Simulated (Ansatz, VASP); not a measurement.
# Two plane-wave programs on Ga3BiAs2

```
CELL_PARAMETERS angstrom
4.13061 0.00000 0.00000
-2.06531 3.57722 0.00000
0.00000 0.00000 10.13325
ATOMIC_POSITIONS crystal
As 0.00000 0.00000 0.01041
As 0.33333 0.66667 0.32459
Bi 0.66667 0.33333 0.66404
Ga 0.33333 0.66667 0.08313
Ga 0.66667 0.33333 0.39583
Ga 0.00000 0.00000 0.77200
```

Alike in both runs: task single point; functional r2SCAN; k mesh 6 × 6 × 2; occupations fermi-dirac, width 0.02 eV; no spin polarisation.

|  | VASP | Ansatz |
| --- | --- | --- |
| version | VASP 6.6.1 | Ansatz 0.2.0 |
| potentials or method | VASP PAW PBE potentials, release 64 (As, Bi_d, Ga_d) | plane waves, PAW |
| plane-wave cutoff (eV) | 520 | 500 |
| valence electrons in the cell | 64 | 84 |

|  | VASP | Ansatz | Ansatz less VASP |
| --- | --- | --- | --- |
| pressure (GPa) | 2.0 | 1.9 | -0.05 |
| traceless stress, the component that is largest in VASP (GPa) | 0.05 | 0.04 | -0.016 |
| rms of the force components (eV/Å) | 0.026 | 0.024 | -0.0017 |

VASP's potentials were made for PBE, not for r2SCAN. Atom by atom the forces differ by 0.004 eV/Å (rms over components). VASP's potentials hold 64 valence electrons a cell and Ansatz's 84, so a difference there can come from the potentials and not from the codes.

Spin-orbit coupling is off throughout.
